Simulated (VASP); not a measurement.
## RbAgBr2: single point with PBE

The system is RbAgBr2.

```
Rb Br Ag
1.0
     4.57834    0.00000    0.00000
     0.00000    4.57834    0.00000
     0.00000    0.00000    6.43301
Rb Br Ag
1 2 1
Cartesian
  0.0000 0.0000 0.0000
  0.0000 0.0000 3.2165
  2.2892 2.2892 0.0000
  2.2892 2.2892 3.2165
```

* Program: VASP 6.6.1
* Task: single point
* Functional: PBE
* Potentials or basis: VASP PAW PBE potentials, release 64 (Rb_sv, Br, Ag)
* Cutoff: 520 eV
* k mesh: 6 × 6 × 4
* Occupations: gaussian, width 0.01 eV
* Spin: no spin polarisation

The pressure is 0.0 GPa. The band gap on the k mesh is 1.21 eV (least direct gap 1.78 eV).

Levels at points of the mesh, in eV from the valence-band top:
| k point | band 14 | band 15 | band 16 | band 17 | band 18 | band 19 | band 20 | band 21 |
| --- | --- | --- | --- | --- | --- | --- | --- | --- |
| (0.00, 0.00, 0.00) | -1.14 | -0.64 | -0.57 | -0.57 | 1.21 | 5.60 | 6.10 | 7.84 |
| (0.50, 0.00, 0.00) | -1.39 | -1.06 | -0.66 | -0.09 | 3.80 | 5.15 | 6.51 | 7.41 |
| (0.50, 0.50, 0.00) | -1.29 | -0.76 | -0.76 | -0.75 | 1.96 | 5.96 | 5.96 | 7.68 |
| (0.00, 0.00, 0.50) | -1.13 | -1.05 | -0.54 | -0.54 | 2.70 | 5.39 | 5.74 | 7.50 |
| (0.50, 0.00, 0.50) | -1.07 | -0.94 | -0.11 | 0.00 | 4.75 | 4.76 | 5.39 | 6.98 |
| (0.50, 0.50, 0.50) | -1.30 | -0.87 | -0.75 | -0.75 | 3.26 | 6.46 | 6.46 | 6.76 |

It took 2.6 min on 1 thread of AMD EPYC 7R13, on a shared host, peak memory 0.27 GiB.

A k mesh can miss the band edges.
